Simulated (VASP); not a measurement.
A run of VASP 6.6.1 is set up as follows.

File INCAR:

```
ALGO = Fast
EDIFF = 1E-6
ENCUT = 520
GGA = PS
ISIF = 2
ISMEAR = 0
LASPH = True
LCHARG = True
LELF = True
LREAL = False
LVHAR = True
LWAVE = False
NBANDS = 21
NELM = 80
PREC = Accurate
SIGMA = 0.15
```

Contents of KPOINTS:

```
k-points
0
Gamma
  18 18 10
```

POSCAR

```
Ru
1.0
    2.7614993361      0.0000000000      0.0000000000
   -1.3807496681      2.3915285776      0.0000000000
    0.0000000000      0.0000000000      4.2523798378
Ru
2
Direct
    0.3032818421      0.6065636843      0.2500000000
    0.6967181579      0.3934363157      0.7500000000
```

Potentials or basis: VASP PAW PBE potentials, release 64 (Ru_pv).

Command:

```sh
$ cat potpaw_PBE.64/Ru_pv/POTCAR > POTCAR
$ mpirun -np 1 vasp_std > vasp.out
```

Problem. What does it give for the band gap on the k mesh?

Solution. Zero (bands 14 and 15 overlap by 2.65 eV).

Problem. Predict the pressure.

Solution. -12.1 GPa.

Forces in eV/Å, atoms in the order of the input:
```
Ru   0.000  2.038  0.000
Ru   0.000 -2.038  0.000
```

Caveat: the cell differs from its parent crystal (atoms displaced along a vibrational mode, the cell strained); the stress differs along the axes, from -22 to -2 GPa; the PAW data sets were made with another functional, which shifts forces and pressure a little.
